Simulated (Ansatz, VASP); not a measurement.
## Two plane-wave programs on CdF2

The input INCAR:

```
PREC     = Accurate       # precision mode
ENCUT    = 520            # plane-wave cutoff, eV
EDIFF    = 1E-7           # SCF threshold, eV
ISMEAR   = 0              # smearing method
SIGMA    = 0.01           # smearing width, eV
LREAL    = False          # projectors in reciprocal space
LASPH    = True           # aspherical terms in the spheres
NELM     = 60             # most SCF steps
ALGO     = Normal         # electronic algorithm
ISIF     = 2              # what is computed and relaxed
LWAVE    = False          # write WAVECAR
LCHARG   = True           # write CHGCAR
GGA      = PE             # functional
LELF     = True           # ELF
LVHAR    = True         
NBANDS   = 20             # bands
```

Contents of KPOINTS:

```
regular mesh
0
Gamma
  8 8 8
```

The input POSCAR:

```
CdF2
1.0
    0.0000000000      2.6941776812      2.6941776812
    2.6941776812      0.0000000000      2.6941776812
    2.6941776812      2.6941776812      0.0000000000
Cd F
1 2
Direct
    0.0000000000      0.0000000000      0.0000000000
    0.2500000000      0.2500000000      0.2500000000
    0.7500000000      0.7500000000      0.7500000000
```

Input for Ansatz:

```yaml
crystal:
  lattice:
    - [0.0, 2.6941776812, 2.6941776812]
    - [2.6941776812, 0.0, 2.6941776812]
    - [2.6941776812, 2.6941776812, 0.0]
  atoms:
    - { symbol: Cd, position: [0.0, 0.0, 0.0] }
    - { symbol: F, position: [0.25, 0.25, 0.25] }
    - { symbol: F, position: [0.75, 0.75, 0.75] }
kpoints:
  mp_grid: { grid: [8, 8, 8] }
hamiltonian:
  xc: pbe
scf:
  occupations: { method: fixed }
output:
  optics:
    e_range: [0, 16]
    de: 0.05
    sigma: 0.1
    bands: auto
    scissors: 2.194
```

Alike in both runs: task single point; functional PBE; k mesh 8 × 8 × 8; no spin polarisation.

```csv
,VASP,Ansatz
version,VASP 6.6.1,Ansatz 0.2.0
potentials or method,"VASP PAW PBE potentials, release 64 (Cd, F)","plane waves, PAW"
plane-wave cutoff (eV),520,420
occupations,"gaussian, width 0.01 eV",fixed
valence electrons in the cell,26,34
```

Ansatz gave:

```
gap on the k mesh at the Fermi level (eV) : 3.10
```

Q: What did VASP give for the same quantities?

A: gap on the k mesh at the Fermi level (eV): 3.07.

VASP's potentials hold 26 valence electrons a cell and Ansatz's 34, so a difference there can come from the potentials and not from the codes.
